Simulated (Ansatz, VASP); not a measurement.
# BaTiO3 in VASP and in Ansatz

```
CELL_PARAMETERS angstrom
3.99980 -0.04000 -0.04000
-0.04000 3.99980 -0.04000
-0.04018 -0.04018 4.01800
ATOMIC_POSITIONS crystal
Ba 0.00000 0.00000 0.00000
Ti 0.50000 0.50000 0.48200
O 0.50000 0.50000 0.01600
O 0.50000 0.00000 0.51500
O 0.00000 0.50000 0.51500
```

Change from the starting cell: equal xy, yz and zx shear strains of -2 %, PAW files.

Alike in both runs: task electric field gradients; functional PBE; k mesh 7 × 7 × 7; occupations fermi-dirac, width 0.08 eV; no spin polarisation.

```csv
,VASP,Ansatz
version,VASP 6.6.1,Ansatz 0.2.0
potentials or method,"VASP PAW PBE potentials, release 64 (Ba_sv, Ti_sv, O_h)","PAW with Ansatz's default frozen-core files, scalar-relativistic"
plane-wave cutoff (eV),1000,420
valence electrons in the cell,40,40
```

|  | VASP | Ansatz | Ansatz less VASP |
| --- | --- | --- | --- |
| rms of the force components (eV/Å) | 0.107 | 0.111 | +0.0041 |
| size of Vzz on the site where it differs most (V/Å²) | 24.5 | 22.5 | -1.97 |

Atom by atom the forces differ by 0.012 eV/Å (rms over components). The functional is the same, so the differences come from potentials, cutoffs and numerics.

Neither program's run includes spin-orbit coupling.
